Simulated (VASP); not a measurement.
# Rb (I4/mmm) in VASP: further runs, part 2 of 2

VASP 6.6.1. The steps go on from the part before.

### 4 Single point, r2SCAN0+D3(BJ)

This run uses another cell than the first one, of 95.35 Å³/atom.

POSCAR

```
Rb
1.0
   -2.9545118615      2.9545118615      2.7308451955
    2.9545118615     -2.9545118615      2.7308451955
    2.9545118615      2.9545118615     -2.7308451955
Rb
1
Direct
    0.0000000000      0.0000000000      0.0000000000
```

INCAR.step1

```
ALGO = Normal ; EDIFF = 1E-5
ENCUT = 520 ; GGA = PE
ISIF = 2 ; ISMEAR = 0
LASPH = True ; LREAL = False
LWAVE = True ; NBANDS = 10
NELM = 100 ; PREC = Accurate
SIGMA = 0.15
```

INCAR.step2

```
AEXX = 0.25 ; ALGO = Normal
EDIFF = 1E-6 ; ENCUT = 520
ISIF = 2 ; ISMEAR = 0
ISTART = 1 ; IVDW = 12
LASPH = True ; LCHARG = True
LELF = True ; LHFCALC = True
LMIXTAU = True ; LREAL = False
LVHAR = True ; LWAVE = False
METAGGA = R2SCAN ; NBANDS = 10
NELM = 100 ; PREC = Accurate
PRECFOCK = Normal ; SIGMA = 0.15
VDW_A1 = 0.4534 ; VDW_A2 = 5.8972
VDW_S6 = 1.0 ; VDW_S8 = 1.1846
```

KPOINTS

```
k-points
0
Gamma
  5 5 5
```

Potentials or basis: VASP PAW PBE potentials, release 64 (Rb_sv).

On the command line:

```sh
cat potpaw_PBE.64/Rb_sv/POTCAR > POTCAR
cp INCAR.step1 INCAR
mpirun -np 1 vasp_std > vasp.out
cp INCAR.step2 INCAR
mpirun -np 1 vasp_std > vasp.out
```

OUTCAR:

```text
AEXX = 0.25
   EDIFF = 1E-6
   ENCUT = 520
   ISIF = 2
   ISMEAR = 0
   ISTART = 1
   IVDW = 12
   LASPH = True
   LHFCALC = True
   LREAL = False
   METAGGA = R2SCAN
   NELM = 100
   PREC = Accurate
   PRECFOCK = Normal
 IVDW          = 12

 ion  position               nearest neighbor table
   1  0.000  0.000  0.000-

  LATTYP: Found a body centered tetragonal cell.
 ALAT       =     5.9090237230
 C/A-ratio  =     0.9242965754

  Lattice vectors:

 A1 = (  -2.9545118615,   2.9545118615,   2.7308451955)
 A2 = (   2.9545118615,  -2.9545118615,   2.7308451955)
 A3 = (   2.9545118615,   2.9545118615,  -2.7308451955)

Analysis of symmetry for initial positions (statically):
=====================================================================
 Subroutine PRICEL returns:
 Original cell was already a primitive cell.

 Routine SETGRP: Setting up the symmetry group for a
 body centered tetragonal supercell.

 Subroutine GETGRP returns: Found 16 space group operations
 (whereof 16 operations were pure point group operations)
 out of a pool of 16 trial point group operations.

The static configuration has the point symmetry D_4h.

Analysis of symmetry for dynamics (positions and initial velocities):
=====================================================================
 Subroutine PRICEL returns:
 Original cell was already a primitive cell.

 Routine SETGRP: Setting up the symmetry group for a
 body centered tetragonal supercell.

 Subroutine GETGRP returns: Found 16 space group operations
 (whereof 16 operations were pure point group operations)
 out of a pool of 16 trial point group operations.

The dynamic configuration has the point symmetry D_4h.

 Subroutine INISYM returns: Found 16 space group operations
 (whereof 16 operations are pure point group operations),
 and found     1 'primitive' translations

----------------------------------------------------------------------------------------

                                     Primitive cell
[... 115 lines left out ...]
   HFSCREEN=    0.0000 screening length (either q_TF or 0.3 A-1)
   HFSCREENC=   0.0000 screening length for correlation (either q_TF or 0.3 A-1)
   ENCUTFOCK=  -1.0 apply spherical cutoff to Coloumb kernel
   IVDW    =    12    specifies the selected vdW correction
   LEPSILON=     F    determine dielectric tensor
   LRPA    =     F    only Hartree local field effects (RPA)
 non-spin polarized calculation
 Gauss-broadening in eV      SIGMA  =   0.15
  energy-cutoff  :      520.00
  volume of cell :       95.35
 maximum number of plane-waves:      2582
 NGX is ok and might be reduce to    40
  NGX = 28; NGY = 28; NGZ = 28

 number of electron       9.0000000 magnetization

 Free energy of the ion-electron system (eV)
  ---------------------------------------------------
  ext. energy  EPLUGINS =         0.00000000
  ---------------------------------------------------
  free energy    TOTEN  =       -11.02238618 eV

  energy without entropy =      -11.02016398  energy(sigma->0) =      -11.02127508

 E-fermi :  -0.0762     XC(G=0):  -4.4369

 val. band max:       -0.2309824585   @ k =  -0.4000   0.4000   0.2000
 cond. band min:       0.1715181097   @ k =  -0.2000   0.4000   0.2000
 fundamental gap:      0.4025005681
 Fermi energy:        -0.0762079478

 k-point     1 :       0.0000    0.0000    0.0000
  band No.  band energies     occupation
      1     -32.6950      2.00000
      2     -15.1759      2.00000
      3     -15.1759      2.00000
      4     -15.1752      2.00000
      5      -2.7904      2.00000
      6       4.3802      0.00000
      7       4.8451      0.00000
      8       4.8451      0.00000
      9       5.3240      0.00000
     10       5.9448      0.00000
[... 209 lines left out ...]
 k-point    18 :      -0.4000   -0.4000    0.4000
  band No.  band energies     occupation
      1     -32.6889      2.00000
      2     -15.2332      2.00000
      3     -15.2332      2.00000
      4     -15.2301      2.00000
      5       1.5929      0.00000
      6       1.9474      0.00000
      7       3.4990      0.00000
      8       3.4990      0.00000
      9       4.0510      0.00000
     10       6.7951      0.00000

------------------------ aborting loop because EDIFF is reached ----------------------------------------

 Edisp (eV)   -0.06497

 E8    (eV) :    -0.0385

  FORCE on cell =-STRESS in cart. coord.  units (eV):
  Direction    XX          YY          ZZ          XY          YZ          ZX
  --------------------------------------------------------------------------------------
  -------------------------------------------------------------------------------------
  Total      -0.04624    -0.04624    -0.13066     0.00000     0.00000    -0.00000
  in kB      -0.77703    -0.77703    -2.19552     0.00000     0.00000    -0.00000
  external pressure =       -1.25 kB  Pullay stress =        0.00 kB

 VOLUME and BASIS-vectors are now :
 -----------------------------------------------------------------------------
  energy-cutoff  :      520.00
  volume of cell :       95.35
      direct lattice vectors                 reciprocal lattice vectors
    -2.954511861  2.954511861  2.730845196     0.000000000  0.169232693  0.183093498
     2.954511861 -2.954511861  2.730845196     0.169232693  0.000000000  0.183093498
     2.954511861  2.954511861 -2.730845196     0.169232693  0.169232693  0.000000000

 POSITION                                       TOTAL-FORCE (eV/Angst)
 -----------------------------------------------------------------------------------
      0.00000      0.00000      0.00000        -0.000000      0.000000      0.000000
 -----------------------------------------------------------------------------------
    total drift:                               -0.000000     -0.000000     -0.000000

  FREE ENERGIE OF THE ION-ELECTRON SYSTEM (eV)
  ---------------------------------------------------
  free  energy   TOTEN  =       -11.0873564056 eV

  energy  without entropy=      -11.0851342018  energy(sigma->0) =      -11.08624530
```

OSZICAR.step1:

```text
N       E                     dE             d eps       ncg     rms          rms(c)
DAV:   1     0.474293298964E+02    0.47429E+02   -0.31202E+03   360   0.638E+02
DAV:   2     0.194736217228E+01   -0.45482E+02   -0.44706E+02   408   0.127E+02
DAV:   3    -0.787638012704E+00   -0.27350E+01   -0.27313E+01   448   0.342E+01
DAV:   4    -0.941890669012E+00   -0.15425E+00   -0.15417E+00   538   0.672E+00
DAV:   5    -0.945890590927E+00   -0.39999E-02   -0.39999E-02   484   0.871E-01    0.112E+00
DAV:   6    -0.946603047022E+00   -0.71246E-03   -0.19962E-03   516   0.256E-01    0.673E-01
DAV:   7    -0.947593177042E+00   -0.99013E-03   -0.30418E-03   434   0.317E-01    0.442E-02
DAV:   8    -0.947713559748E+00   -0.12038E-03   -0.12505E-04   436   0.891E-02    0.166E-02
DAV:   9    -0.947723712876E+00   -0.10153E-04   -0.93132E-06   422   0.229E-02    0.514E-03
DAV:  10    -0.947723436083E+00    0.27679E-06   -0.29007E-06   226   0.976E-03
   1 F= -.94772344E+00 E0= -.94202587E+00  d E =-.113951E-01
```

Wall time 18 min (1 thread of Intel Xeon 8259CL, shared host); peak memory 0.28 GiB.

Results:

* Free energy: -11.0874 eV
* Pressure: -0.1 GPa
* Band gap on the k mesh: zero (an odd number of electrons rules out a gap without spin polarisation)
* Dispersion energy per atom: -0.065 eV

Caveat: the PAW data sets were made with another functional, which shifts forces and pressure a little.

### 5 Single point, PBE

This run uses another cell than the first one, of 95.35 Å³/atom.

INCAR

```
  PREC = Accurate
  ENCUT = 520
  EDIFF = 1E-6
  ISMEAR = -1
  SIGMA = 0.05
  LREAL = False
  LASPH = True
  NELM = 60
  ALGO = Normal
  ISIF = 2
  LWAVE = False
  LCHARG = False
  GGA = PE
  NBANDS = 10
```

KPOINTS

```
Automatic mesh
0
Gamma
  7 7 7
```

POSCAR is that of step 4.

Potentials or basis: VASP PAW PBE potentials, release 64 (Rb_sv).

On the command line:

```sh
cat potpaw_PBE.64/Rb_sv/POTCAR > POTCAR
mpirun -np 1 vasp_std > vasp.out
```

OUTCAR:

```text
PREC = Accurate
   ENCUT = 520
   EDIFF = 1E-6
   ISMEAR = -1
   LREAL = False
   LASPH = True
   NELM = 60
   ISIF = 2
   GGA = PE

 ion  position               nearest neighbor table
   1  0.000  0.000  0.000-

  LATTYP: Found a body centered tetragonal cell.
 ALAT       =     5.9090237230
 C/A-ratio  =     0.9242965754

  Lattice vectors:

 A1 = (  -2.9545118615,   2.9545118615,   2.7308451955)
 A2 = (   2.9545118615,  -2.9545118615,   2.7308451955)
 A3 = (   2.9545118615,   2.9545118615,  -2.7308451955)

Analysis of symmetry for initial positions (statically):
=====================================================================
 Subroutine PRICEL returns:
 Original cell was already a primitive cell.

 Routine SETGRP: Setting up the symmetry group for a
 body centered tetragonal supercell.

 Subroutine GETGRP returns: Found 16 space group operations
 (whereof 16 operations were pure point group operations)
 out of a pool of 16 trial point group operations.

[... 163 lines left out ...]
 cond. band min:      -0.0842079433   @ k =  -0.4286   0.4286   0.1429
 fundamental gap:      0.0582428964
 Fermi energy:        -0.0918615844

 k-point     1 :       0.0000    0.0000    0.0000
  band No.  band energies     occupation
      1     -29.0192      2.00000
      2     -13.0656      2.00000
      3     -13.0656      2.00000
      4     -13.0651      2.00000
      5      -2.0005      2.00000
      6       3.2951      0.00000
      7       3.6975      0.00000
      8       3.6975      0.00000
      9       4.1696      0.00000
     10       4.7166      0.00000
[... 287 lines left out ...]
 k-point    24 :      -0.4286    0.4286    0.1429
  band No.  band energies     occupation
      1     -29.0157      2.00000
      2     -13.1394      2.00000
      3     -13.0924      2.00000
      4     -13.0754      2.00000
      5      -0.0842      0.92361
      6       1.0027      0.00000
      7       2.9361      0.00000
      8       3.2026      0.00000
      9       4.3929      0.00000
     10       5.4355      0.00000

 [... further k-points ...]

------------------------ aborting loop because EDIFF is reached ----------------------------------------

  FORCE on cell =-STRESS in cart. coord.  units (eV):
  Direction    XX          YY          ZZ          XY          YZ          ZX
  --------------------------------------------------------------------------------------
  -------------------------------------------------------------------------------------
  Total       -0.0629517     -0.0629517     -0.0883295      0.0000000      0.0000000      0.0000000
  in kB       -1.0577652     -1.0577652     -1.4841846      0.0000000      0.0000000      0.0000000
  external PRESSURE =      -1.1999050 kB  Pullay stress =       0.0000000 kB

 VOLUME and BASIS-vectors are now :
 -----------------------------------------------------------------------------
  energy-cutoff  :      520.00
  volume of cell :       95.35
      direct lattice vectors                 reciprocal lattice vectors
    -2.954511861  2.954511861  2.730845196     0.000000000  0.169232693  0.183093498
     2.954511861 -2.954511861  2.730845196     0.169232693  0.000000000  0.183093498
     2.954511861  2.954511861 -2.730845196     0.169232693  0.169232693  0.000000000

 POSITION                                       TOTAL-FORCE (eV/Angst)
 -----------------------------------------------------------------------------------
      0.00000      0.00000      0.00000         0.000000     -0.000000     -0.000000
 -----------------------------------------------------------------------------------
    total drift:                                0.000000     -0.000000     -0.000000

  FREE ENERGIE OF THE ION-ELECTRON SYSTEM (eV)
  ---------------------------------------------------
  free  energy   TOTEN  =        -0.9412388329 eV

  energy  without entropy=       -0.9342179078  energy(sigma->0) =       -0.93772837
```

OSZICAR:

```text
N       E                     dE             d eps       ncg     rms          rms(c)
DAV:   1     0.439520596623E+02    0.43952E+02   -0.32397E+03   800   0.654E+02
DAV:   2     0.206811923921E+01   -0.41884E+02   -0.41207E+02   900   0.125E+02
DAV:   3    -0.811982192629E+00   -0.28801E+01   -0.28651E+01  1026   0.328E+01
DAV:   4    -0.938184357065E+00   -0.12620E+00   -0.12607E+00  1210   0.617E+00
DAV:   5    -0.939377328980E+00   -0.11930E-02   -0.11929E-02  1002   0.641E-01    0.114E+00
DAV:   6    -0.940100099855E+00   -0.72277E-03   -0.18863E-03  1148   0.246E-01    0.680E-01
DAV:   7    -0.941100631385E+00   -0.10005E-02   -0.29198E-03   922   0.312E-01    0.450E-02
DAV:   8    -0.941224342078E+00   -0.12371E-03   -0.10742E-04   960   0.773E-02    0.231E-02
DAV:   9    -0.941239079788E+00   -0.14738E-04   -0.15539E-05  1004   0.307E-02    0.520E-03
DAV:  10    -0.941238832885E+00    0.24690E-06   -0.34873E-06  1144   0.104E-02
   1 F= -.94123883E+00 E0= -.93772837E+00  d E =-.702093E-02
```

Wall time 46 s (1 thread of Intel Xeon 8259CL, shared host); peak memory 0.23 GiB.

Results:

```yaml
Free_energy: -0.9412 eV
Pressure: -0.1 GPa
Band_gap_on_the_k_mesh: zero (an odd number of electrons rules out a gap without spin polarisation)
```

### 6 The runs side by side

| level | spin | cell | k mesh | cutoff (eV) | smearing | grid for exact exchange (PRECFOCK) | share of exact exchange | gap on the mesh (eV) | pressure (GPa) | moment (μB) |
| --- | --- | --- | --- | --- | --- | --- | --- | --- | --- | --- |
| b88 exchange, pbe correlation | collinear | a = 5.377 Å, angles 107.4, 107.4, 113.7°, 1 atom | 7 × 7 × 7 | 500 | tetrahedron | - | - | none | -0.3 | 0.00 |
| PBE+D3(BJ) | non-collinear, zero start, SOC | a = 5.089 Å, angles 107.4, 107.4, 113.7°, 1 atom | 7 × 7 × 7 | 520 | fermi-dirac 0.05 eV | - | - | - | -0.4 | 0.00 |
| r2SCAN0+D3(BJ) | off | a = 4.992 Å, angles 107.4, 107.4, 113.7°, 1 atom | 5 × 5 × 5 | 520 | gaussian 0.15 eV | Normal | 0.25 | none | -0.1 | - |
| PBE | off | a = 4.992 Å, angles 107.4, 107.4, 113.7°, 1 atom | 7 × 7 × 7 | 520 | fermi-dirac 0.05 eV | - | - | none | -0.1 | - |

Alike in all rows: task single point; potentials or basis VASP PAW PBE potentials, release 64 (Rb_sv).

Caveats: the PAW data sets were made with another functional, which shifts forces and pressure a little (at least some runs); three body term missing (at least some runs).

Total energies depend on the potentials used, so only differences within one code and one set of settings carry meaning.
